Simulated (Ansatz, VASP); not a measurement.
**Eu in VASP and in Ansatz**

Contents of INCAR:

```
PREC = Accurate
ENCUT = 520
EDIFF = 1E-6
ISMEAR = -1
SIGMA = 0.05
LREAL = False
LASPH = True
NELM = 150
ALGO = Normal
ISIF = 2
LWAVE = False
LCHARG = False
ISPIN = 2
MAGMOM = 7
LORBIT = 11
LMAXMIX = 6
GGA = CA
NBANDS = 18
```

File KPOINTS:

```
regular mesh
0
Gamma
  8 8 8
```

File POSCAR:

```
Eu
1.0
   -2.3030000000      2.3030000000      2.3030000000
    2.3030000000     -2.3030000000      2.3030000000
    2.3030000000      2.3030000000     -2.3030000000
Eu
1
Direct
    0.0000000000      0.0000000000      0.0000000000
```

File input.yaml:

```yaml
crystal:
  lattice:
    - [-2.303, 2.303, 2.303]
    - [2.303, -2.303, 2.303]
    - [2.303, 2.303, -2.303]
  atoms:
    - { symbol: Eu, position: [0.0, 0.0, 0.0], spin: 7.0 }
kpoints:
  mp_grid: { grid: [8, 8, 8] }
scf:
  occupations: { method: fermi_dirac, width: 0.05 }
hamiltonian:
  xc: lda
  pseudopotentials: { kind: all_electron, lapw: { basis_error: 0.001 } }
magnetization:
  spin_polarized: true
output:
  forces: true
  stress: true
  eigenvalues: true
```

Alike in both runs: task single point; functional LDA; k mesh 8 × 8 × 8; occupations fermi-dirac, width 0.05 eV; collinear spin.

```csv
,VASP,Ansatz
version,VASP 6.6.1,Ansatz 0.2.0
potentials or method,"VASP PAW PBE potentials, release 64 (Eu), cutoff 520 eV","all-electron LAPW, scalar-relativistic"
```

|  | VASP | Ansatz | Ansatz less VASP |
| --- | --- | --- | --- |
| gap on the k mesh at the Fermi level (eV) | none | none | - |
| pressure (GPa) | -3.8 | -3.5 | +0.30 |
| net moment per atom (μB) | 7.24 | 7.29 | +0.046 |
| size of the moment on the site where the two differ most (μB) | 6.70 | 7.15 | +0.443 |

VASP's potentials were made for PBE, not for LDA. LDA's correlation is that of Perdew and Zunger in VASP and of Perdew and Wang (1992) in Ansatz. Site moments also hang on the region over which each program counts them. A gap of «none» marks a metal or a gap that the smearing closes. Ansatz ran all-electron here, and VASP with PAW potentials.

Neither program's run includes spin-orbit coupling. Noted on Ansatz's run: the open f shell may have settled in a state that isn't the lowest.
